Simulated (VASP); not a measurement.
# GaN (P6_3mc) in VASP: settings compared

The runs below take GaN through relaxation of shape and atoms at fixed volume, single point, with revPBE+D3(BJ), RPBE+D4, BLYP+D3(BJ).

Program: VASP 6.6.1. These are calculated values, not measurements. Logs are shortened: lines on timing, memory, paths and dates and some standing lists are left out, and cuts for length are marked.

## 1. The cell of the first run

It takes space group P6_3mc (No. 186, hexagonal). Conventional cell: a = 3.214 Å, b = 3.214 Å, c = 5.236 Å, α = 90.00°, β = 90.00°, γ = 120.00°. Ga (site symmetry 3m) has 4 N at 1.96 to 1.97 Å within 2.6 Å. Within 2.6 Å of N (site symmetry 3m) lie 4 Ga at 1.96 to 1.97 Å.

## 2. Relaxation of shape and atoms at fixed volume, revPBE+D3(BJ) (volume scaled by 1.02)

INCAR reads:

```
SYSTEM = GaN
  PREC = Accurate
  ENCUT = 600
  EDIFF = 1E-6
  ISMEAR = 0
  SIGMA = 0.05
  LREAL = .False.
  LASPH = .True.
  NELM = 60
  ALGO = Normal
  ISIF = 4
  LWAVE = .False.
  LCHARG = .False.
  GGA = RE
  IVDW = 12
  IBRION = 2
  NSW = 60
  EDIFFG = -0.01
```

KPOINTS reads:

```
regular mesh
0
Gamma
  8 8 6
  0 0 0
```

POSCAR reads:

```
GaN
1.0
    3.2142897468      0.0000000001      0.0000000000
   -1.6071448735      2.7836565758      0.0000000000
    0.0000000000      0.0000000000      5.2356901781
Ga N
2 2
Direct
    0.3333333333      0.6666666667     -0.0008277438
    0.6666666667      0.3333333333      0.4991722562
    0.3333333333      0.6666666667      0.3758277438
    0.6666666667      0.3333333333      0.8758277438
```

Potentials or basis: VASP PAW PBE potentials, release 64 (Ga_d, N).

Command:

```
$ cat potpaw_PBE.64/Ga_d/POTCAR potpaw_PBE.64/N/POTCAR > POTCAR
$ mpirun -np 1 vasp_std > vasp.out
```

OUTCAR:

```text
SYSTEM = GaN
   PREC = Accurate
   ENCUT = 600
   EDIFF = 1E-6
   ISMEAR = 0
   LREAL = .False.
   LASPH = .True.
   NELM = 60
   ISIF = 4
   GGA = RE
   IVDW = 12
   IBRION = 2
   NSW = 60
   EDIFFG = -0.01
 IVDW          = 12

 ion  position               nearest neighbor table
   1  0.333  0.667  0.999-   4 1.96   4 1.96   4 1.96   3 1.97
   2  0.667  0.333  0.499-   3 1.96   3 1.96   3 1.96   4 1.97
   3  0.333  0.667  0.376-   2 1.96   2 1.96   2 1.96   1 1.97
   4  0.667  0.333  0.876-   1 1.96   1 1.96   1 1.96   2 1.97

  LATTYP: Found a hexagonal cell.
 ALAT       =     3.2142897468
 C/A-ratio  =     1.6288793452

  Lattice vectors:

 A1 = (   3.2142897468,   0.0000000001,   0.0000000000)
 A2 = (  -1.6071448735,   2.7836565758,   0.0000000000)
 A3 = (   0.0000000000,   0.0000000000,   5.2356901781)

Analysis of symmetry for initial positions (statically):
=====================================================================
 Subroutine PRICEL returns:
 Original cell was already a primitive cell.

 Routine SETGRP: Setting up the symmetry group for a
 hexagonal supercell.

 Subroutine GETGRP returns: Found 12 space group operations
 (whereof  6 operations were pure point group operations)
 out of a pool of 24 trial point group operations.

The static configuration has the point symmetry C_3v.
 The point group associated with its full space group is C_6v.

Analysis of symmetry for dynamics (positions and initial velocities):
=====================================================================
 Subroutine PRICEL returns:
 Original cell was already a primitive cell.

 Routine SETGRP: Setting up the symmetry group for a
 hexagonal supercell.

 Subroutine GETGRP returns: Found 12 space group operations
 (whereof  6 operations were pure point group operations)
 out of a pool of 24 trial point group operations.

The dynamic configuration has the point symmetry C_3v.
 The point group associated with its full space group is C_6v.

 Subroutine INISYM returns: Found 12 space group operations
 (whereof  6 operations are pure point group operations),
 and found     1 'primitive' translations

----------------------------------------------------------------------------------------

                                     Primitive cell

  volume of cell :      46.8462

  direct lattice vectors                    reciprocal lattice vectors
     3.214289747  0.000000000  0.000000000     0.311110721  0.179619858  0.000000000
    -1.607144874  2.783656576  0.000000000    -0.000000000  0.359239717  0.000000000
     0.000000000  0.000000000  5.235690178     0.000000000  0.000000000  0.190996787

  length of vectors
     3.214289747  3.214289747  5.235690178     0.359239717  0.359239717  0.190996787

  position of ions in fractional coordinates (direct lattice)
     0.333333333  0.666666667  0.999172256
     0.666666667  0.333333333  0.499172256
     0.333333333  0.666666667  0.375827744
     0.666666667  0.333333333  0.875827744

  ion indices of the primitive-cell ions
   primitive index   ion index
                 1           1
                 2           2
                 3           3
                 4           4

----------------------------------------------------------------------------------------

 KPOINTS: regular mesh

Automatic generation of k-mesh.
 Grid dimensions read from file:
 generate k-points for:    8    8    6

 Generating k-lattice:

  Cartesian coordinates                     Fractional coordinates (reciprocal lattice)
     0.038888840  0.022452482  0.000000000     0.125000000  0.000000000  0.000000000
    -0.000000000  0.044904965  0.000000000    -0.000000000  0.125000000  0.000000000
     0.000000000  0.000000000  0.031832798     0.000000000  0.000000000  0.166666667

  Length of vectors
     0.044904965  0.044904965  0.031832798

  Shift w.r.t. Gamma in fractional coordinates (k-lattice)
     0.000000000  0.000000000  0.000000000

 Subroutine IBZKPT returns following result:
 ===========================================

 Found     40 irreducible k-points:

 Following reciprocal coordinates:
            Coordinates               Weight
  0.000000  0.000000  0.000000      1.000000
  0.125000  0.000000  0.000000      6.000000
  0.250000  0.000000  0.000000      6.000000
  0.375000 -0.000000  0.000000      6.000000
  0.500000  0.000000  0.000000      3.000000
  0.125000  0.125000  0.000000      6.000000
[... 16 lines left out ...]
  0.250000  0.000000  0.333333     12.000000
  0.375000 -0.000000  0.333333     12.000000
 [... further k-points ...]
   k-points           NKPTS =     40   k-points in BZ     NKDIM =     40   number of bands    NBANDS=     22
   number of dos      NEDOS =    301   number of ions     NIONS =      4
   total plane-waves  NPLWV =  32928
   dimension x,y,z NGX =    28 NGY =   28 NGZ =   42
   dimension x,y,z NGXF=    56 NGYF=   56 NGZF=   84
   ions per type =               2   2
   NGX,Y,Z   is equivalent  to a cutoff of  14.48, 14.48, 13.34 a.u.
   NGXF,Y,Z  is equivalent  to a cutoff of  28.96, 28.96, 26.67 a.u.
 SYSTEM =  GaN
   PREC   = accura    normal or accurate (medium, high low for compatibility)
   ISTART =      0    job   : 0-new  1-cont  2-samecut
   ICHARG =      2    charge: 1-file 2-atom 10-const
   ISPIN  =      1    spin polarized calculation?
   LNONCOLLINEAR =      F non collinear calculations
   LSORBIT =      F    spin-orbit coupling
   LASPH  =      T    aspherical Exc in radial PAW
   ENCUT  =  600.0 eV  44.10 Ry    6.64 a.u.   6.42  6.42 10.46*2*pi/ulx,y,z
   NELM   =     60;   NELMIN=  2; NELMDL= -5     # of ELM steps
   EDIFF  = 0.1E-05   stopping-criterion for ELM
   LREAL  =      F    real-space projection
   EDIFFG = -.1E-01   stopping-criterion for IOM
   NSW    =     60    number of steps for IOM
   IBRION =      2    ionic relax: 0-MD 1-quasi-New 2-CG
   NFREE  =      1    steps in history (QN), initial steepest desc. (CG)
   ISIF   =      4    stress and relaxation
   ISYM   =      2    0-nonsym 1-usesym 2-fastsym
   POTIM  = 0.5000    time-step for ionic-motion
   TEBEG  =    0.0;   TEEND  =   0.0 temperature during run
   PSTRESS=    0.0 pullay stress
   NELECT =      36.0000    total number of electrons
   NUPDOWN=      -1.0000    fix difference up-down
   EMIN   =  10.00;   EMAX   =-10.00  energy-range for DOS
   EFERMI =   0.00;   METHOD = LEGACY
   ISMEAR =     0;   SIGMA  =   0.05  broadening in eV -4-tet -1-fermi 0-gaus
   EFERMI_NEDOS =   21; number of points for ismear=-14 and -15
   IALGO  =     38    algorithm
   IMIX   =      4    mixing-type and parameters
     AMIX     =   0.40;   BMIX     =  1.00
     AMIX_MAG =   1.60;   BMIX_MAG =  1.00
  volume/ion in A,a.u.               =      11.71        79.03
  Fermi-wavevector in a.u.,A,eV,Ry     =   1.499515  2.833672 30.593312  2.248545
  Thomas-Fermi vector in A             =   2.611135
   LORBIT       =      0    0 simple, 1 ext, 2 COOP (PROOUT), +10 PAW based schemes
   GGA     = RE    functional components
   LHFCALC =     F    Hartree Fock is set to
   AEXX    =    0.0000 exact exchange contribution
   IVDW    =    12    specifies the selected vdW correction
   LEPSILON=     F    determine dielectric tensor
   LRPA    =     F    only Hartree local field effects (RPA)
 conjugate gradient relaxation of ions
 non-spin polarized calculation
 Gauss-broadening in eV      SIGMA  =   0.05
  energy-cutoff  :      600.00
  volume of cell :       46.85
 maximum number of plane-waves:      1593
 NGX is ok and might be reduce to    28
   NGX = 13   NGY = 13   NGZ = 21

--------------------------------------- Ionic step        1  -------------------------------------------

 number of electron      36.0000002 magnetization

 Free energy of the ion-electron system (eV)
  ---------------------------------------------------
  ext. energy  EPLUGINS =         0.00000000
  ---------------------------------------------------
  free energy    TOTEN  =       -22.93564742 eV

  energy without entropy =      -22.93564742  energy(sigma->0) =      -22.93564742

------------------------ aborting loop because EDIFF is reached ----------------------------------------

 Edisp (eV)   -1.91167

 E8    (eV) :    -1.2851

  FORCE on cell =-STRESS in cart. coord.  units (eV):
  Direction    XX          YY          ZZ          XY          YZ          ZX
  --------------------------------------------------------------------------------------
  -------------------------------------------------------------------------------------
  Total      -1.08720    -1.08720    -1.02207     0.00000     0.00000     0.00000
  in kB     -37.18294   -37.18294   -34.95565     0.00000     0.00000     0.00000
  external pressure =      -36.44 kB  Pullay stress =        0.00 kB

 VOLUME and BASIS-vectors are now :
 -----------------------------------------------------------------------------
  energy-cutoff  :      600.00
  volume of cell :       46.85
      direct lattice vectors                 reciprocal lattice vectors
     3.214289747  0.000000000  0.000000000     0.311110721  0.179619858  0.000000000
    -1.607144874  2.783656576  0.000000000    -0.000000000  0.359239717  0.000000000
     0.000000000  0.000000000  5.235690178     0.000000000  0.000000000  0.190996787

 POSITION                                       TOTAL-FORCE (eV/Angst)
 -----------------------------------------------------------------------------------
     -0.00000      1.85577      5.23136         0.000000     -0.000000     -0.001483
      1.60714      0.92789      2.61351        -0.000000      0.000000     -0.001483
     -0.00000      1.85577      1.96772        -0.000000     -0.000000      0.001483
      1.60714      0.92789      4.58556        -0.000000      0.000000      0.001483
 -----------------------------------------------------------------------------------
    total drift:                                0.000000      0.000001      0.000122

  FREE ENERGIE OF THE ION-ELECTRON SYSTEM (eV)
  ---------------------------------------------------
  free  energy   TOTEN  =       -24.8473208593 eV

  energy  without entropy=      -24.8473208593  energy(sigma->0) =      -24.84732086

--------------------------------------- Ionic step        2  -------------------------------------------

 number of electron      36.0000002 magnetization

 Free energy of the ion-electron system (eV)
  ---------------------------------------------------
  ext. energy  EPLUGINS =         0.00000000
  ---------------------------------------------------
  free energy    TOTEN  =       -22.93563460 eV

  energy without entropy =      -22.93563460  energy(sigma->0) =      -22.93563460

 E-fermi :   5.3765     XC(G=0): -11.3904

 val. band max:        5.1528667223   @ k =   0.0000   0.0000   0.0000
 cond. band min:       6.9366153304   @ k =   0.0000   0.0000   0.0000
 fundamental gap:      1.7837486082
 Fermi energy:         5.3764786161

 k-point     1 :       0.0000    0.0000    0.0000
  band No.  band energies     occupation
      1     -10.6476      2.00000
      2      -9.8138      2.00000
      3      -8.2759      2.00000
      4      -8.2617      2.00000
      5      -8.2617      2.00000
      6      -8.2053      2.00000
[... 14 lines left out ...]
     21      14.2742      0.00000
     22      14.9612      0.00000

 k-point     2 :       0.1250    0.0000    0.0000
  band No.  band energies     occupation
      1     -10.5073      2.00000
      2      -9.7798      2.00000
      3      -8.2602      2.00000
      4      -8.2419      2.00000
      5      -8.2107      2.00000
      6      -8.1858      2.00000
[... 14 lines left out ...]
     21      13.7333      0.00000
     22      14.2276      0.00000
[... 523 lines left out ...]
     21      12.3583      0.00000
     22      13.1408      0.00000

 k-point    24 :       0.3750   -0.0000    0.3333
  band No.  band energies     occupation
      1      -9.8076      2.00000
      2      -9.6907      2.00000
      3      -8.2200      2.00000
      4      -8.1679      2.00000
      5      -8.1544      2.00000
      6      -8.0797      2.00000
[... 14 lines left out ...]
     21      12.4542      0.00000
     22      13.1027      0.00000

 [... further k-points ...]

------------------------ aborting loop because EDIFF is reached ----------------------------------------

 Edisp (eV)   -1.91170

 E8    (eV) :    -1.2851

  FORCE on cell =-STRESS in cart. coord.  units (eV):
  Direction    XX          YY          ZZ          XY          YZ          ZX
  --------------------------------------------------------------------------------------
  -------------------------------------------------------------------------------------
  Total      -1.05886    -1.05886    -1.07721     0.00000    -0.00000     0.00000
  in kB     -36.21377   -36.21377   -36.84128     0.00000    -0.00000     0.00000
  external pressure =      -36.42 kB  Pullay stress =        0.00 kB

 VOLUME and BASIS-vectors are now :
 -----------------------------------------------------------------------------
  energy-cutoff  :      600.00
  volume of cell :       46.85
      direct lattice vectors                 reciprocal lattice vectors
     3.213448426  0.000000000  0.000000000     0.311192173  0.179666885  0.000000000
    -1.606724213  2.782927970  0.000000000    -0.000000000  0.359333770  0.000000000
     0.000000000  0.000000000  5.238432076     0.000000000  0.000000000  0.190896815

 POSITION                                       TOTAL-FORCE (eV/Angst)
 -----------------------------------------------------------------------------------
     -0.00000      1.85529      5.23402        -0.000000      0.000000      0.007869
      1.60672      0.92764      2.61481         0.000000     -0.000000      0.007869
     -0.00000      1.85529      1.96882         0.000000     -0.000000     -0.007869
      1.60672      0.92764      4.58804        -0.000000      0.000000     -0.007869
 -----------------------------------------------------------------------------------
    total drift:                                0.000000      0.000001     -0.000878

  FREE ENERGIE OF THE ION-ELECTRON SYSTEM (eV)
  ---------------------------------------------------
  free  energy   TOTEN  =       -24.8473320140 eV

  energy  without entropy=      -24.8473320140  energy(sigma->0) =      -24.84733201

 reached required accuracy - stopping structural energy minimisation
```

It took 84 s on 1 thread of Intel Xeon Platinum 8259CL at 2.50GHz (Skylake/Cascade Lake), shared host; peak memory 0.21 GiB.

Results:

| Quantity | Value |
| --- | --- |
| Free energy | -24.8473 eV |
| Energy gained by relaxing | 0.0 meV/atom |
| Ionic steps | 2 |
| Pressure after relaxing | -3.6 GPa |
| Largest force after relaxing | 0.008 eV/Å |
| Band gap on the k mesh | 1.78 eV, direct |
| Dispersion energy per atom | -0.478 eV |

Forces on the atoms (eV/Å):
```
Ga   0.000  0.000  0.008
Ga   0.000  0.000  0.008
N    0.000  0.000 -0.008
N    0.000  0.000 -0.008
```

Final structure:
```
Ga N
1.0
     3.21345    0.00000    0.00000
    -1.60672    2.78293    0.00000
     0.00000    0.00000    5.23843
Ga N
2 2
Direct
  0.33333 0.66667 0.99916
  0.66667 0.33333 0.49916
  0.33333 0.66667 0.37584
  0.66667 0.33333 0.87584
```

Levels at points of the mesh, in eV from the valence-band top:
| k point | band 15 | band 16 | band 17 | band 18 | band 19 | band 20 | band 21 | band 22 |
| --- | --- | --- | --- | --- | --- | --- | --- | --- |
| (0.00, 0.00, 0.00) | -1.00 | -0.04 | 0.00 | 0.00 | 1.78 | 4.15 | 9.12 | 9.81 |
| (0.50, 0.00, 0.00) | -4.07 | -2.64 | -2.12 | -0.97 | 5.06 | 5.45 | 6.05 | 8.45 |
| (0.00, 0.00, 0.50) | -0.51 | -0.51 | -0.51 | -0.51 | 4.14 | 4.14 | 8.40 | 8.40 |
| (0.50, 0.00, 0.50) | -1.87 | -1.87 | -1.84 | -1.84 | 4.38 | 4.38 | 7.66 | 7.66 |

Caveat: the PAW data sets were made with another functional, which shifts forces and pressure a little.

## 3. Single point, RPBE+D4 (volume scaled by 0.96)

INCAR reads:

```
ALGO = Normal
EDIFF = 1E-7
ENCUT = 520
GGA = RP
ISIF = 2
ISMEAR = 0
IVDW = 13
LASPH = True
LCHARG = True
LELF = True
LREAL = False
LVHAR = True
LWAVE = False
NBANDS = 26
NELM = 60
PREC = Accurate
SIGMA = 0.05
```

KPOINTS reads:

```
k-points
0
Gamma
  8 8 6
```

POSCAR reads:

```
GaN
1.0
    3.1269331688      0.0000000001      0.0000000000
   -1.5634665845      2.7080035601      0.0000000000
    0.0000000000      0.0000000000      5.0986650217
Ga N
2 2
Direct
    0.3333333333      0.6666666667     -0.0006520934
    0.6666666667      0.3333333333      0.4993479066
    0.3333333333      0.6666666667      0.3756520934
    0.6666666667      0.3333333333      0.8756520934
```

Potentials or basis: VASP PAW PBE potentials, release 64 (Ga_d, N).

Command:

```
$ cat potpaw_PBE.64/Ga_d/POTCAR potpaw_PBE.64/N/POTCAR > POTCAR
$ mpirun -np 1 vasp_std > vasp.out
```

Wall time 21 s (1 thread of Intel Xeon 6975P-C (Granite Rapids), shared host); peak memory 0.17 GiB.

The run converged. Its results:

```
Free energy                : -25.8186 eV
Pressure                   : 7.8 GPa
Largest force              : 0.012 eV/Å
Band gap on the k mesh     : 2.34 eV, direct
Dispersion energy per atom : -0.859 eV
```

Forces on the atoms (eV/Å):
```
Ga   0.000  0.000  0.012
Ga   0.000  0.000  0.012
N    0.000  0.000 -0.012
N    0.000  0.000 -0.012
```

Levels at points of the mesh, in eV from the valence-band top:
```tsv
k point	band 14	band 15	band 16	band 17	band 18	band 19	band 20	band 21	band 22	band 23
(0.00, 0.00, 0.00)	-1.10	-1.10	-0.05	0.00	0.00	2.34	4.71	9.62	10.30	10.30
(0.50, 0.00, 0.00)	-5.47	-4.45	-2.93	-2.36	-1.07	5.32	5.93	6.30	9.16	10.75
(0.00, 0.00, 0.50)	-3.95	-0.56	-0.56	-0.56	-0.56	4.68	4.68	8.85	8.85	10.82
(0.50, 0.00, 0.50)	-6.87	-2.07	-2.07	-2.02	-2.02	4.65	4.65	8.20	8.20	10.42
```

Caveat: the PAW data sets were made with another functional, which shifts forces and pressure a little.

## 4. Single point, RPBE+D4 (volume scaled by 0.98)

INCAR reads:

```
SYSTEM = GaN
PREC = Accurate ; ENCUT = 520
EDIFF = 1E-6 ; ISMEAR = 0
SIGMA = 0.05 ; LREAL = .FALSE.
LASPH = .TRUE. ; NELM = 60
ALGO = Normal ; ISIF = 2
LWAVE = .FALSE. ; LCHARG = .FALSE.
GGA = RP ; IVDW = 13
NBANDS = 26
```

KPOINTS reads:

```
Automatic mesh
0
G
  8 8 6
  0 0 0
```

POSCAR reads:

```
GaN
1.0
    3.1486536814      0.0000000001      0.0000000000
   -1.5743268408      2.7268140757      0.0000000000
    0.0000000000      0.0000000000      5.1333246371
Ga N
2 2
Direct
    0.3333333333      0.6666666667     -0.0006948262
    0.6666666667      0.3333333333      0.4993051738
    0.3333333333      0.6666666667      0.3756948262
    0.6666666667      0.3333333333      0.8756948262
```

Command:

```
$ cat potpaw_PBE.64/Ga_d/POTCAR potpaw_PBE.64/N/POTCAR > POTCAR
$ mpirun -np 1 vasp_std > vasp.out
```

Wall time 17 s (1 thread of Intel Xeon 6975P-C (Granite Rapids), shared host); peak memory 0.18 GiB.

It converged, with:

| Quantity | Value |
| --- | --- |
| Free energy | -25.8510 eV |
| Pressure | 3.6 GPa |
| Largest force | 0.010 eV/Å |
| Band gap on the k mesh | 2.21 eV, direct |
| Dispersion energy per atom | -0.840 eV |

Forces in eV/Å, atoms in the order of the input:
```
Ga   0.000  0.000  0.010
Ga   0.000  0.000  0.010
N    0.000  0.000 -0.010
N    0.000  0.000 -0.010
```

Levels at points of the mesh, in eV from the valence-band top:
| k point | band 15 | band 16 | band 17 | band 18 | band 19 | band 20 | band 21 | band 22 |
| --- | --- | --- | --- | --- | --- | --- | --- | --- |
| (0.00, 0.00, 0.00) | -1.07 | -0.05 | 0.00 | 0.00 | 2.21 | 4.58 | 9.50 | 10.18 |
| (0.50, 0.00, 0.00) | -4.35 | -2.85 | -2.30 | -1.04 | 5.26 | 5.83 | 6.23 | 8.98 |
| (0.00, 0.00, 0.50) | -0.55 | -0.55 | -0.55 | -0.55 | 4.55 | 4.55 | 8.75 | 8.75 |
| (0.50, 0.00, 0.50) | -2.02 | -2.02 | -1.97 | -1.97 | 4.59 | 4.59 | 8.07 | 8.07 |

Caveat: the PAW data sets were made with another functional, which shifts forces and pressure a little.

[end of part 1 of 2]
